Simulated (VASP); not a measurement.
Set up this calculation in VASP 6.6.1, as the native input.

- Task: single point
- Functional: PBE
- Potentials or basis: VASP PAW PBE potentials, release 64 (B, As, Al)
- Cutoff: 520 eV
- k mesh: 6 × 6 × 4
- Occupations: gaussian, width 0.01 eV
- Spin: no spin polarisation
- Dipole correction: no
- Further INCAR settings: ALGO = Normal; EDIFF = 1e-07; NBANDS = 16

The structure of AlBAs2 lies in POSCAR:

```
AlBAs2
1.0
    3.6079763264      0.0000000000      0.0000000000
    0.0000000000      3.6079763264      0.0000000000
    0.0000000000      0.0000000000      5.3403152552
B As Al
1 2 1
Direct
    0.0000000000      0.0000000000      0.0000000000
    0.0000000000      0.5000000000      0.2116576157
    0.5000000000      0.0000000000      0.7883423843
    0.5000000000      0.5000000000      0.5000000000
```

This cell differs from its parent crystal: volume changed by -6%.

These files were run (other wordings do the same):

INCAR

```
  ALGO = Normal
  EDIFF = 1E-7
  ENCUT = 520
  GGA = PE
  ISIF = 2
  ISMEAR = 0
  LASPH = True
  LCHARG = False
  LREAL = False
  LWAVE = False
  NBANDS = 16
  NELM = 100
  PREC = Accurate
  SIGMA = 0.01
```

KPOINTS

```
k-points
0
Gamma
  6 6 4
```

Potentials or basis: VASP PAW PBE potentials, release 64 (B, As, Al).

The run is started by

```console
$ cat potpaw_PBE.64/B/POTCAR potpaw_PBE.64/As/POTCAR potpaw_PBE.64/Al/POTCAR > POTCAR
$ mpirun -np 1 vasp_std > vasp.out
```

Results of the run:

- Pressure: 6.7 GPa
- Largest force: 0.090 eV/Å
- Band gap on the k mesh: 0.61 eV, direct

It took 65 s on 1 thread of AMD EPYC 7R13, with other jobs on the host, peak memory 0.16 GiB.
